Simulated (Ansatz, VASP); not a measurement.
# One calculation of MgCd3Te4, two programs

```xyz
16
Lattice="-6.4819 6.4819 0.0000 -6.4785 0.0034 6.4720 -0.0034 6.4785 6.4720" Properties=species:S:1:pos:R:3 pbc="T T T"
Mg    0.0000    0.0000   -0.0113
Mg   -3.2409    3.2409   -0.0113
Cd   -3.2452   -0.0043    3.2350
Cd    0.0043    3.2452    3.2350
Cd   -6.4862    3.2366    3.2350
Cd   -3.2366    6.4862    3.2350
Cd   -3.2409    3.2409    6.4804
Cd   -6.4819    6.4819    6.4804
Te  -11.3540    8.0916    8.0807
Te   -8.1130    4.8507    8.0807
Te   -8.1023    8.1023    4.8554
Te  -11.3432   11.3432   11.3483
Te   -4.8614    4.8614    4.8554
Te   -8.1023    8.1023   11.3483
Te   -8.0916   11.3540    8.0807
Te   -4.8507    8.1130    8.0807
```

Alike in both runs: functional PBEsol; k mesh 4 × 4 × 4; occupations gaussian, width 0.02 eV; no spin polarisation.

Ansatz relaxed the structure, and its values are those at the end. VASP's run is a single point on that final structure, the one shown.

|  | VASP | Ansatz |
| --- | --- | --- |
| version | VASP 6.6.1 | Ansatz 0.2.0 |
| potentials or method | VASP PAW PBE potentials, release 64 (Mg, Cd, Te), cutoff 520 eV | scalar-relativistic, plane waves, PAW |
| valence electrons in the cell | 124 | 268 |

|  | VASP | Ansatz | Ansatz less VASP |
| --- | --- | --- | --- |
| gap on the k mesh at the Fermi level (eV) | 0.98 | 0.98 | -0.002 |
| least direct gap on the mesh (eV) | 0.98 | 0.98 | -0.002 |
| pressure (GPa) | 0.1 | 0.0 | -0.13 |
| rms of the force components (eV/Å) | 0.004 | 0.002 | -0.0023 |

VASP's potentials were made for PBE, not for PBEsol. VASP's potentials hold 124 valence electrons a cell and Ansatz's 268, so a difference there can come from the potentials and not from the codes.

Spin-orbit coupling is off throughout.
